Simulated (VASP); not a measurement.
# H (P6_3/mmc) in VASP: notebook, part 2 of 2

VASP 6.6.1. The steps go on from the part before.

### 4 Single point, PBE (strain +0.025 along x and y, -0.025 along z)

INCAR

```
SYSTEM = H
  ALGO = Normal
  EDIFF = 1E-7
  ENCUT = 520
  GGA = PE
  ISIF = 2
  ISMEAR = 0
  LASPH = .TRUE.
  LCHARG = .FALSE.
  LREAL = .FALSE.
  LWAVE = .FALSE.
  NBANDS = 10
  NELM = 100
  PREC = Accurate
  SIGMA = 0.05
```

KPOINTS

```
k-points
0
G
  9 9 6
  0 0 0
```

POSCAR

```
H
1.0
    3.9361336832      0.0000000000      0.0000000000
   -1.9680668416      3.4087917623      0.0000000000
    0.0000000000      0.0000000000      4.9204950112
H
4
Direct
    0.3333333333      0.6666666667      0.1764958800
    0.6666666667      0.3333333333      0.6764958800
    0.6666666667      0.3333333333      0.8235041200
    0.3333333333      0.6666666667      0.3235041200
```

Potentials or basis: VASP PAW PBE potentials, release 64 (H).

On the command line:

```console
> cat potpaw_PBE.64/H/POTCAR > POTCAR
> mpirun -np 1 vasp_std > vasp.out
```

OUTCAR:

```text
SYSTEM = H
   EDIFF = 1E-7
   ENCUT = 520
   GGA = PE
   ISIF = 2
   ISMEAR = 0
   LASPH = .TRUE.
   LREAL = .FALSE.
   NELM = 100
   PREC = Accurate

 ion  position               nearest neighbor table
   1  0.333  0.667  0.176-   4 0.72
   2  0.667  0.333  0.676-   3 0.72
   3  0.667  0.333  0.824-   2 0.72
   4  0.333  0.667  0.324-   1 0.72

  LATTYP: Found a hexagonal cell.
 ALAT       =     3.9361336832
 C/A-ratio  =     1.2500833069

  Lattice vectors:

 A1 = (   3.9361336832,   0.0000000000,   0.0000000000)
 A2 = (  -1.9680668416,   3.4087917623,   0.0000000000)
 A3 = (   0.0000000000,   0.0000000000,   4.9204950112)

Analysis of symmetry for initial positions (statically):
=====================================================================
 Subroutine PRICEL returns:
 Original cell was already a primitive cell.

 Routine SETGRP: Setting up the symmetry group for a
 hexagonal supercell.

 Subroutine GETGRP returns: Found 24 space group operations
 (whereof 12 operations were pure point group operations)
 out of a pool of 24 trial point group operations.

The static configuration has the point symmetry D_3d.
 The point group associated with its full space group is D_6h.

Analysis of symmetry for dynamics (positions and initial velocities):
=====================================================================
 Subroutine PRICEL returns:
 Original cell was already a primitive cell.

 Routine SETGRP: Setting up the symmetry group for a
 hexagonal supercell.

 Subroutine GETGRP returns: Found 24 space group operations
 (whereof 12 operations were pure point group operations)
 out of a pool of 24 trial point group operations.

The dynamic configuration has the point symmetry D_3d.
 The point group associated with its full space group is D_6h.

 Subroutine INISYM returns: Found 24 space group operations
 (whereof 12 operations are pure point group operations),
 and found     1 'primitive' translations

----------------------------------------------------------------------------------------

                                     Primitive cell

  volume of cell :      66.0205

  direct lattice vectors                    reciprocal lattice vectors
     3.936133683  0.000000000  0.000000000     0.254056412  0.146679538  0.000000000
    -1.968066842  3.408791762  0.000000000     0.000000000  0.293359076  0.000000000
     0.000000000  0.000000000  4.920495011     0.000000000  0.000000000  0.203231585

  length of vectors
     3.936133683  3.936133683  4.920495011     0.293359076  0.293359076  0.203231585

  position of ions in fractional coordinates (direct lattice)
     0.333333333  0.666666667  0.176495880
     0.666666667  0.333333333  0.676495880
     0.666666667  0.333333333  0.823504120
     0.333333333  0.666666667  0.323504120

  ion indices of the primitive-cell ions
   primitive index   ion index
                 1           1
                 2           2
                 3           3
                 4           4

----------------------------------------------------------------------------------------
[... 49 lines left out ...]
  0.333333  0.222222  0.166667     24.000000
  0.333333  0.333333  0.166667      4.000000
 [... further k-points ...]
   k-points           NKPTS =     48   k-points in BZ     NKDIM =     48   number of bands    NBANDS=     10
   number of dos      NEDOS =    301   number of ions     NIONS =      4
   total plane-waves  NPLWV =  36000
   dimension x,y,z NGX =    30 NGY =   30 NGZ =   40
   dimension x,y,z NGXF=    60 NGYF=   60 NGZF=   80
   ions per type =               4
   NGX,Y,Z   is equivalent  to a cutoff of  12.67, 12.67, 13.51 a.u.
   NGXF,Y,Z  is equivalent  to a cutoff of  25.34, 25.34, 27.03 a.u.
 SYSTEM =  H
   PREC   = accura    normal or accurate (medium, high low for compatibility)
   ISTART =      0    job   : 0-new  1-cont  2-samecut
   ICHARG =      2    charge: 1-file 2-atom 10-const
   ISPIN  =      1    spin polarized calculation?
   LNONCOLLINEAR =      F non collinear calculations
   LSORBIT =      F    spin-orbit coupling
   LASPH  =      T    aspherical Exc in radial PAW
   ENCUT  =  520.0 eV  38.22 Ry    6.18 a.u.   7.32  7.32  9.15*2*pi/ulx,y,z
   NELM   =    100;   NELMIN=  2; NELMDL= -5     # of ELM steps
   EDIFF  = 0.1E-06   stopping-criterion for ELM
   LREAL  =      F    real-space projection
   EDIFFG = 0.1E-05   stopping-criterion for IOM
   NSW    =      0    number of steps for IOM
   IBRION =     -1    ionic relax: 0-MD 1-quasi-New 2-CG
   NFREE  =      0    steps in history (QN), initial steepest desc. (CG)
   ISIF   =      2    stress and relaxation
   ISYM   =      2    0-nonsym 1-usesym 2-fastsym
   POTIM  = 0.5000    time-step for ionic-motion
   TEBEG  =    0.0;   TEEND  =   0.0 temperature during run
   PSTRESS=    0.0 pullay stress
   NELECT =       4.0000    total number of electrons
   NUPDOWN=      -1.0000    fix difference up-down
   EMIN   =  10.00;   EMAX   =-10.00  energy-range for DOS
   EFERMI =   0.00;   METHOD = LEGACY
   ISMEAR =     0;   SIGMA  =   0.05  broadening in eV -4-tet -1-fermi 0-gaus
   EFERMI_NEDOS =   21; number of points for ismear=-14 and -15
   IALGO  =     38    algorithm
   IMIX   =      4    mixing-type and parameters
     AMIX     =   0.40;   BMIX     =  1.00
     AMIX_MAG =   1.60;   BMIX_MAG =  1.00
  volume/ion in A,a.u.               =      16.51       111.38
  Fermi-wavevector in a.u.,A,eV,Ry     =   0.642986  1.215068  5.625077  0.413432
  Thomas-Fermi vector in A             =   1.709837
   LORBIT       =      0    0 simple, 1 ext, 2 COOP (PROOUT), +10 PAW based schemes
   GGA     = PE    functional components
   LHFCALC =     F    Hartree Fock is set to
   AEXX    =    0.0000 exact exchange contribution
   IVDW    =     0    specifies the selected vdW correction
   LEPSILON=     F    determine dielectric tensor
   LRPA    =     F    only Hartree local field effects (RPA)
 non-spin polarized calculation
 Gauss-broadening in eV      SIGMA  =   0.05
  energy-cutoff  :      520.00
  volume of cell :       66.02
 maximum number of plane-waves:      1818
 NGX is ok and might be reduce to    30
   NGX = 15   NGY = 15   NGZ = 19

 number of electron       4.0000003 magnetization

 Free energy of the ion-electron system (eV)
  ---------------------------------------------------
  ext. energy  EPLUGINS =         0.00000000
  ---------------------------------------------------
  free energy    TOTEN  =       -13.55096020 eV

  energy without entropy =      -13.55096020  energy(sigma->0) =      -13.55096020

 E-fermi :  -8.7809     XC(G=0):  -4.4920

 val. band max:       -9.0315920534   @ k =   0.0000   0.0000   0.0000
 cond. band min:       0.7956134749   @ k =   0.0000   0.0000   0.0000
 fundamental gap:      9.8272055283
 Fermi energy:        -8.7809141117

 k-point     1 :       0.0000    0.0000    0.0000
  band No.  band energies     occupation
      1     -10.4036      2.00000
      2      -9.0316      2.00000
      3       0.7956      0.00000
      4       2.8012      0.00000
      5       6.0637      0.00000
      6       7.8020      0.00000
      7       7.8165      0.00000
      8       7.8165      0.00000
      9       9.2090      0.00000
     10       9.2090      0.00000
[... 287 lines left out ...]
 k-point    24 :       0.3333    0.3333    0.1667
  band No.  band energies     occupation
      1      -9.4713      2.00000
      2      -9.4713      2.00000
      3       1.6543      0.00000
      4       2.4263      0.00000
      5       2.4263      0.00000
      6       5.2562      0.00000
      7       5.2562      0.00000
      8       5.7342      0.00000
      9       9.9468      0.00000
     10      12.3084      0.00000

 [... further k-points ...]

------------------------ aborting loop because EDIFF is reached ----------------------------------------

  FORCE on cell =-STRESS in cart. coord.  units (eV):
  Direction    XX          YY          ZZ          XY          YZ          ZX
  --------------------------------------------------------------------------------------
  -------------------------------------------------------------------------------------
  Total       -0.0493913     -0.0493913      1.4092626     -0.0000000     -0.0000000      0.0000000
  in kB       -1.1986209     -1.1986209     34.1997869     -0.0000000     -0.0000000      0.0000000
  external PRESSURE =      10.6008484 kB  Pullay stress =       0.0000000 kB

 VOLUME and BASIS-vectors are now :
 -----------------------------------------------------------------------------
  energy-cutoff  :      520.00
  volume of cell :       66.02
      direct lattice vectors                 reciprocal lattice vectors
     3.936133683  0.000000000  0.000000000     0.254056412  0.146679538  0.000000000
    -1.968066842  3.408791762  0.000000000     0.000000000  0.293359076  0.000000000
     0.000000000  0.000000000  4.920495011     0.000000000  0.000000000  0.203231585

 POSITION                                       TOTAL-FORCE (eV/Angst)
 -----------------------------------------------------------------------------------
     -0.00000      2.27253      0.86845         0.000000      0.000000     -1.015508
      1.96807      1.13626      3.32869         0.000000     -0.000000     -1.015508
      1.96807      1.13626      4.05205         0.000000     -0.000000      1.015508
     -0.00000      2.27253      1.59180        -0.000000      0.000000      1.015508
 -----------------------------------------------------------------------------------
    total drift:                               -0.000000      0.000000     -0.000000

  FREE ENERGIE OF THE ION-ELECTRON SYSTEM (eV)
  ---------------------------------------------------
  free  energy   TOTEN  =       -13.5509601967 eV

  energy  without entropy=      -13.5509601967  energy(sigma->0) =      -13.55096020
```

Wall time 40 s (1 thread of Intel Xeon 6975P-C, shared host); peak memory 0.18 GiB.

What came out:

```
Free energy            : -13.5510 eV
Pressure               : 1.1 GPa
Largest force          : 1.016 eV/Å
Band gap on the k mesh : 9.83 eV, direct
```

Forces in eV/Å, atoms in the order of the input:
```
H    0.000  0.000 -1.016
H    0.000  0.000 -1.016
H    0.000  0.000  1.016
H    0.000  0.000  1.016
```

Stress tensor (GPa, compression positive):
```
-0.12  0.00  0.00
 0.00 -0.12  0.00
 0.00  0.00  3.42
```

Caveat: the cell differs from its parent crystal (strain +0.025 along x and y, -0.025 along z); forces of over 1 eV/Å act on the atoms, so gaps and moduli don't describe the material at rest.

### 5 Single point, PBE (strain +0.000 along x and y, +0.050 along z)

INCAR

```
SYSTEM = H
PREC = Accurate
ENCUT = 520
EDIFF = 1E-6
ISMEAR = 0
SIGMA = 0.05
LREAL = .False.
LASPH = .True.
NELM = 80
ALGO = Normal
ISIF = 2
LWAVE = .False.
LCHARG = .True.
GGA = PE
LELF = .True.
LVHAR = .True.
NBANDS = 10
```

KPOINTS

```
regular mesh
0
Gamma
  9 9 6
  0 0 0
```

POSCAR

```
H
1.0
    3.8401304226      0.0000000000      0.0000000000
   -1.9200652113      3.3256504998      0.0000000000
    0.0000000000      0.0000000000      5.2989946275
H
4
Direct
    0.3333333333      0.6666666667      0.1764958800
    0.6666666667      0.3333333333      0.6764958800
    0.6666666667      0.3333333333      0.8235041200
    0.3333333333      0.6666666667      0.3235041200
```

Potentials or basis: VASP PAW PBE potentials, release 64 (H).

On the command line:

```console
> cat potpaw_PBE.64/H/POTCAR > POTCAR
> mpirun -np 1 vasp_std > vasp.out
```

OUTCAR:

```text
SYSTEM = H
   PREC = Accurate
   ENCUT = 520
   EDIFF = 1E-6
   ISMEAR = 0
   LREAL = .False.
   LASPH = .True.
   NELM = 80
   ISIF = 2
   GGA = PE

 ion  position               nearest neighbor table
   1  0.333  0.667  0.176-   4 0.78
   2  0.667  0.333  0.676-   3 0.78
   3  0.667  0.333  0.824-   2 0.78
   4  0.333  0.667  0.324-   1 0.78

  LATTYP: Found a hexagonal cell.
[... 503 lines left out ...]
      6       4.6726      0.00000
      7       4.6726      0.00000
      8       5.2824      0.00000
      9       8.9760      0.00000
     10      12.2073      0.00000

 [... further k-points ...]
[... 5 lines left out ...]
  --------------------------------------------------------------------------------------
  -------------------------------------------------------------------------------------
  Total       -0.0482185     -0.0482185     -1.4656385      0.0000000     -0.0000000      0.0000000
  in kB       -1.1415845     -1.1415845    -34.6993540      0.0000000     -0.0000000      0.0000000
  external PRESSURE =     -12.3275077 kB  Pullay stress =       0.0000000 kB

 VOLUME and BASIS-vectors are now :
 -----------------------------------------------------------------------------
  energy-cutoff  :      520.00
  volume of cell :       67.67
      direct lattice vectors                 reciprocal lattice vectors
     3.840130423  0.000000000  0.000000000     0.260407822  0.150346526  0.000000000
    -1.920065211  3.325650500  0.000000000     0.000000000  0.300693052  0.000000000
     0.000000000  0.000000000  5.298994627     0.000000000  0.000000000  0.188715043

 POSITION                                       TOTAL-FORCE (eV/Angst)
 -----------------------------------------------------------------------------------
     -0.00000      2.21710      0.93525         0.000000     -0.000000      0.895227
      1.92007      1.10855      3.58475        -0.000000      0.000000      0.895227
      1.92007      1.10855      4.36374        -0.000000      0.000000     -0.895227
     -0.00000      2.21710      1.71425         0.000000     -0.000000     -0.895227
 -----------------------------------------------------------------------------------
    total drift:                               -0.000000      0.000000     -0.000000

  FREE ENERGIE OF THE ION-ELECTRON SYSTEM (eV)
  ---------------------------------------------------
  free  energy   TOTEN  =       -13.5512837309 eV

  energy  without entropy=      -13.5512837309  energy(sigma->0) =      -13.55128373
```

OSZICAR:

```text
N       E                     dE             d eps       ncg     rms          rms(c)
DAV:   1    -0.539781839825E+01   -0.53978E+01   -0.14776E+03   960   0.271E+02
DAV:   2    -0.143642937175E+02   -0.89665E+01   -0.88862E+01  1322   0.503E+01
DAV:   3    -0.146675358717E+02   -0.30324E+00   -0.30307E+00  1180   0.868E+00
DAV:   4    -0.146684718900E+02   -0.93602E-03   -0.93601E-03  1078   0.565E-01
DAV:   5    -0.146684754892E+02   -0.35992E-05   -0.35992E-05  1072   0.364E-02    0.592E+00
DAV:   6    -0.139135183664E+02    0.75496E+00   -0.35216E-01  1032   0.205E+00    0.324E+00
DAV:   7    -0.135440125586E+02    0.36951E+00   -0.82173E-01  1042   0.323E+00    0.383E-01
DAV:   8    -0.135537946638E+02   -0.97821E-02   -0.14419E-02   988   0.523E-01    0.258E-01
DAV:   9    -0.135512816590E+02    0.25130E-02   -0.52803E-03  1018   0.253E-01    0.163E-02
DAV:  10    -0.135512825128E+02   -0.85383E-06   -0.81992E-05  1026   0.519E-02    0.791E-03
DAV:  11    -0.135512845431E+02   -0.20303E-05   -0.46289E-06   990   0.193E-02    0.141E-03
DAV:  12    -0.135512837309E+02    0.81223E-06   -0.22898E-07   792   0.219E-03
   1 F= -.13551284E+02 E0= -.13551284E+02  d E =-.581810E-16
```

Wall time 42 s (1 thread of Intel Xeon 6975P-C, shared host); peak memory 0.18 GiB.

Results:

| Property | Result |
| --- | --- |
| Free energy | -13.5513 eV |
| Pressure | -1.2 GPa |
| Largest force | 0.895 eV/Å |
| Band gap on the k mesh | 8.87 eV, indirect (the least direct gap lies 1.3 meV higher) |

Forces on the atoms (eV/Å):
```
H    0.000  0.000  0.895
H    0.000  0.000  0.895
H    0.000  0.000 -0.895
H    0.000  0.000 -0.895
```

Caveat: the cell differs from its parent crystal (strain +0.000 along x and y, +0.050 along z). A k mesh can miss the band edges.

### 6 Single point, PBE (strain +0.050 along x and y, -0.050 along z)

INCAR

```
PREC = Accurate
ENCUT = 520
EDIFF = 1E-7
ISMEAR = 0
SIGMA = 0.05
LREAL = F
LASPH = T
NELM = 80
ALGO = Normal
ISIF = 2
LWAVE = F
LCHARG = F
GGA = PE
NBANDS = 10
```

KPOINTS

```
regular mesh
0
Gamma
  9 9 6
```

POSCAR

```
H
1.0
    4.0321369437      0.0000000000      0.0000000000
   -2.0160684719      3.4919330248      0.0000000000
    0.0000000000      0.0000000000      4.7943284725
H
4
Direct
    0.3333333333      0.6666666667      0.1764958800
    0.6666666667      0.3333333333      0.6764958800
    0.6666666667      0.3333333333      0.8235041200
    0.3333333333      0.6666666667      0.3235041200
```

Potentials or basis: VASP PAW PBE potentials, release 64 (H).

On the command line:

```console
> cat potpaw_PBE.64/H/POTCAR > POTCAR
> mpirun -np 1 vasp_std > vasp.out
```

Run time: 41 s. Hardware: 1 thread of Intel Xeon 6975P-C, shared host; peak memory 0.17 GiB.

The run converged. Its results:

| Property | Result |
| --- | --- |
| Free energy | -13.4985 eV |
| Pressure | 1.9 GPa |
| Largest force | 1.824 eV/Å |
| Band gap on the k mesh | 10.01 eV, indirect (least direct gap 10.28 eV) |

Forces on the atoms (eV/Å):
```
H    0.000  0.000 -1.824
H    0.000  0.000 -1.824
H    0.000  0.000  1.824
H    0.000  0.000  1.824
```

Stress tensor (GPa, compression positive):
```
-0.13  0.00  0.00
 0.00 -0.13  0.00
 0.00  0.00  5.96
```

Levels at points of the mesh, in eV from the valence-band top:
```tsv
k point	band 1	band 2	band 3	band 4	band 5	band 6
(0.00, 0.00, 0.00)	-1.34	0.00	10.28	11.72	15.17	16.49
(0.00, 0.00, 0.50)	-0.71	-0.71	10.56	10.56	17.77	17.77
```

Caveat: the cell differs from its parent crystal (strain +0.050 along x and y, -0.050 along z); forces of over 1 eV/Å act on the atoms, so gaps and moduli don't describe the material at rest.

### 7 Summary

```csv
cell,gap on the mesh (eV),pressure (GPa),largest force (eV/Å)
"a = 3.936, b = 3.936, c = 4.794 Å, angles 90.0, 90.0, 120.0°, 4 atoms",10.01,2.0,1.82
"a = 3.840, b = 3.840, c = 5.173 Å, angles 90.0, 90.0, 120.0°, 4 atoms",9.13,-0.5,0.33
"a = 3.936, b = 3.936, c = 4.920 Å, angles 90.0, 90.0, 120.0°, 4 atoms",9.83,1.1,1.02
"a = 3.840, b = 3.840, c = 5.299 Å, angles 90.0, 90.0, 120.0°, 4 atoms",8.87,-1.2,0.90
"a = 4.032, b = 4.032, c = 4.794 Å, angles 90.0, 90.0, 120.0°, 4 atoms",10.01,1.9,1.82
```

Alike in all rows: task single point; level PBE; potentials or basis VASP PAW PBE potentials, release 64 (H); no spin polarisation; k mesh 9 × 9 × 6; cutoff (eV) 520; smearing gaussian 0.05 eV.

Caveats: forces of over 1 eV/Å act on the atoms, so gaps and moduli don't describe the material at rest (some runs).

Absolute energies hang on the potentials; compare differences alone.
